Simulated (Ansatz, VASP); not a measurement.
# Two plane-wave programs on Hf3ZrS8

File INCAR:

```
  ALGO = Normal
  EDIFF = 1E-6
  ENCUT = 520
  GGA = PE
  ISIF = 2
  ISMEAR = 0
  LASPH = True
  LCHARG = False
  LREAL = False
  LWAVE = False
  NBANDS = 57
  NELM = 100
  PREC = Accurate
  SIGMA = 0.1
```

The input KPOINTS:

```
k-points
0
Gamma
  4 4 4
```

POSCAR

```
Hf3ZrS8
1.0
    5.9582060700     -3.5811486200      0.0000000000
    5.9582060700      3.5811486200      0.0000000000
   -5.9582060700      0.0000000000      6.2027313600
Zr Hf S
1 3 8
Direct
    0.0000000000      0.0000000000      0.0000000000
    0.5000000000      0.5000000000      0.0000000000
    0.5000000000      0.0000000000      0.5000000000
    0.0000000000      0.5000000000      0.5000000000
    0.4513573000      0.4513573000      0.6666666700
    0.9513573000      0.9513573000      0.6666666700
    0.9513573000      0.4513573000      0.1666666700
    0.4513573000      0.9513573000      0.1666666700
    0.0486427000      0.5486427000      0.8333333300
    0.5486427000      0.0486427000      0.8333333300
    0.5486427000      0.5486427000      0.3333333300
    0.0486427000      0.0486427000      0.3333333300
```

Input for Ansatz:

```yaml
crystal:
  lattice:
    - [5.95820607, -3.58114862, 0.0]
    - [5.95820607, 3.58114862, 0.0]
    - [-5.95820607, 0.0, 6.20273136]
  atoms:
    - { symbol: Zr, position: [0.0, 0.0, 0.0] }
    - { symbol: Hf, position: [0.5, 0.5, 0.0] }
    - { symbol: Hf, position: [0.5, 0.0, 0.5] }
    - { symbol: Hf, position: [0.0, 0.5, 0.5] }
    - { symbol: S, position: [0.4513573, 0.4513573, 0.66666667] }
    - { symbol: S, position: [0.9513573, 0.9513573, 0.66666667] }
    - { symbol: S, position: [0.9513573, 0.4513573, 0.16666667] }
    - { symbol: S, position: [0.4513573, 0.9513573, 0.16666667] }
    - { symbol: S, position: [0.0486427, 0.5486427, 0.83333333] }
    - { symbol: S, position: [0.5486427, 0.0486427, 0.83333333] }
    - { symbol: S, position: [0.5486427, 0.5486427, 0.33333333] }
    - { symbol: S, position: [0.0486427, 0.0486427, 0.33333333] }
basis:
  ecutwfc: 420
kpoints:
  mp_grid: { grid: [4, 4, 4] }
hamiltonian:
  xc: pbe
scf:
  occupations: { method: gaussian, width: 0.1 }
  lower_state_search: "off"
output:
  forces: true
  stress: true
  eigenvalues: true
```

Alike in both runs: task single point; functional PBE; k mesh 4 × 4 × 4; occupations gaussian, width 0.1 eV; no spin polarisation.

```csv
,VASP,Ansatz
version,VASP 6.6.1,Ansatz 0.2.0
potentials or method,"VASP PAW PBE potentials, release 64 (Zr_sv, Hf_pv, S), cutoff 520 eV","scalar-relativistic, plane waves, PAW"
valence electrons in the cell,90,138
```

|  | VASP | Ansatz | Ansatz less VASP |
| --- | --- | --- | --- |
| gap on the k mesh at the Fermi level (eV) | 1.08 | 1.06 | -0.019 |
| least direct gap on the mesh (eV) | 1.08 | 1.07 | -0.018 |
| pressure (GPa) | 7.2 | 7.6 | +0.42 |
| traceless stress, the component that is largest in VASP (GPa) | -0.13 | -0.20 | -0.065 |
| rms of the force components (eV/Å) | 0.417 | 0.436 | +0.0191 |

Atom by atom the forces differ by 0.027 eV/Å (rms over components). The functional is the same, so the differences come from potentials, cutoffs and numerics. VASP's potentials hold 90 valence electrons a cell and Ansatz's 138, so a difference there can come from the potentials and not from the codes.

Spin-orbit coupling is off throughout.
